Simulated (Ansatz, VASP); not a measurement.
# CdS in VASP and in Ansatz

```
Cd S
1.0
     0.00000    2.91650    2.91650
     2.91650    0.00000    2.91650
     2.91650    2.91650    0.00000
Cd S
1 1
Direct
  0.00000 0.00000 0.00000
  0.75000 0.75000 0.75000
```

Alike in both runs: functional BLYP; k mesh 8 × 8 × 8; occupations fermi-dirac, width 0.05 eV; no spin polarisation.

|  | VASP | Ansatz |
| --- | --- | --- |
| version | VASP 6.6.1 | Ansatz 0.2.0 |
| potentials or method | VASP PAW PBE potentials, release 64 (Cd, S) | Ansatz PAW |
| plane-wave cutoff (eV) | 520 | 420 |
| valence electrons in the cell | 18 | 26 |
| task | single point | band structure |

```csv
,VASP,Ansatz,Ansatz less VASP
gap on the k mesh at the Fermi level (eV),1.12,1.09,-0.027
least direct gap on the mesh (eV),1.12,1.09,-0.027
pressure (GPa),6.5,6.1,-0.42
```

VASP's potentials were made for PBE, not for BLYP. VASP's potentials hold 18 valence electrons a cell and Ansatz's 26, so a difference there can come from the potentials and not from the codes.
